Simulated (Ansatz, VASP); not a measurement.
**Two plane-wave programs on SnO2**

File INCAR:

```
SYSTEM = SnO2
ALGO = Normal
EDIFF = 1E-7
ENCUT = 520
GGA = CA
ISIF = 2
ISMEAR = 0
LASPH = .TRUE.
LCHARG = .TRUE.
LELF = .TRUE.
LREAL = .FALSE.
LVHAR = .TRUE.
LWAVE = .FALSE.
NBANDS = 35
NELM = 80
PREC = Accurate
SIGMA = 0.05
```

File KPOINTS:

```
k-points
0
G
  6 6 8
  0 0 0
```

Contents of POSCAR:

```
SnO2
1.0
    4.7222897775      0.0000000000      0.0000000000
    0.0000000000      4.7228698889      0.0000000000
    0.0000000000      0.0000000000      3.1904047622
Sn O
2 4
Direct
    0.5000000000      0.5000000000      0.5000000000
    0.0000000000      0.0000000000      0.0000000000
    0.3059833077      0.3061758397      0.0000000000
    0.8059833077      0.1938241603      0.5000000000
    0.1940166923      0.8061758397      0.5000000000
    0.6940166923      0.6938241603      0.0000000000
```

Input for Ansatz:

```yaml
crystal:
  lattice:
    - [4.7222897775, 0.0, 0.0]
    - [0.0, 4.7228698889, 0.0]
    - [0.0, 0.0, 3.1904047622]
  atoms:
    - { symbol: Sn, position: [0.5, 0.5, 0.5] }
    - { symbol: Sn, position: [0.0, 0.0, 0.0] }
    - { symbol: O, position: [0.3059833077, 0.3061758397, 0.0] }
    - { symbol: O, position: [0.8059833077, 0.1938241603, 0.5] }
    - { symbol: O, position: [0.1940166923, 0.8061758397, 0.5] }
    - { symbol: O, position: [0.6940166923, 0.6938241603, 0.0] }
basis:
  ecutwfc: 520.0
kpoints:
  mp_grid: { grid: [6, 6, 8] }
hamiltonian:
  xc: lda
scf:
  occupations: { method: gaussian, width: 0.05 }
output:
  forces: true
  stress: true
  eigenvalues: true
```

Alike in both runs: task single point; functional LDA; k mesh 6 × 6 × 8; occupations gaussian, width 0.05 eV; no spin polarisation.

|  | VASP | Ansatz |
| --- | --- | --- |
| version | VASP 6.6.1 | Ansatz 0.2.0 |
| potentials or method | VASP PAW LDA potentials, release 64 (Sn_d, O), cutoff 520 eV | scalar-relativistic, plane waves, PAW |
| valence electrons in the cell | 52 | 52 |

|  | VASP | Ansatz | Ansatz less VASP |
| --- | --- | --- | --- |
| gap on the k mesh at the Fermi level (eV) | 1.20 | 1.16 | -0.033 |
| least direct gap on the mesh (eV) | 1.20 | 1.16 | -0.033 |
| pressure (GPa) | 1.1 | 0.0 | -1.06 |
| traceless stress, the component that is largest in VASP (GPa) | 0.31 | 0.00 | -0.315 |
| rms of the force components (eV/Å) | 0.011 | 0.000 | -0.0105 |

LDA's correlation is that of Perdew and Zunger in VASP and of Perdew and Wang (1992) in Ansatz. Atom by atom the forces differ by 0.011 eV/Å (rms over components).
